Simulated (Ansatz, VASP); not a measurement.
One calculation of MgO, two programs

The input INCAR:

```
PREC = Accurate ; ENCUT = 520
EDIFF = 1E-7 ; ISMEAR = -1
SIGMA = 0.03 ; LREAL = False
LASPH = True ; NELM = 100
ALGO = Normal ; ISIF = 2
LWAVE = False ; LCHARG = False
GGA = PE ; NBANDS = 11
```

The input KPOINTS:

```
regular mesh
0
Gamma
  8 8 8
```

POSCAR

```
MgO
1.0
    0.0000000000      2.0970013927      2.0970013927
    2.0970013927      0.0000000000      2.0970013927
    2.0970013927      2.0970013927      0.0000000000
Mg O
1 1
Direct
    0.0000000000      0.0000000000      0.0000000000
    0.5000000000      0.5000000000      0.5000000000
```

File input.yaml:

```yaml
crystal:
  lattice:
    - [0.0, 2.0970013927, 2.0970013927]
    - [2.0970013927, 0.0, 2.0970013927]
    - [2.0970013927, 2.0970013927, 0.0]
  atoms:
    - { symbol: Mg, position: [0.0, 0.0, 0.0] }
    - { symbol: O, position: [0.5, 0.5, 0.5] }
kpoints:
  mp_grid: { grid: [8, 8, 8] }
scf:
  occupations: { method: fermi_dirac, width: 0.03 }
hamiltonian:
  xc: pbe
  pseudopotentials: { kind: all_electron, lapw: { basis_error: 0.003 } }
output:
  forces: true
  stress: true
  eigenvalues: true
```

Alike in both runs: task single point; functional PBE; k mesh 8 × 8 × 8; occupations fermi-dirac, width 0.03 eV; no spin polarisation.

|  | VASP | Ansatz |
| --- | --- | --- |
| version | VASP 6.6.1 | Ansatz 0.2.0 |
| potentials or method | VASP PAW PBE potentials, release 64 (Mg, O), cutoff 520 eV | all-electron LAPW, scalar-relativistic |

```tsv
	VASP	Ansatz	Ansatz less VASP
gap on the k mesh at the Fermi level (eV)	4.85	4.86	+0.011
least direct gap on the mesh (eV)	4.85	4.86	+0.011
pressure (GPa)	6.2	7.0	+0.79
```

Ansatz ran all-electron here, and VASP with PAW potentials.
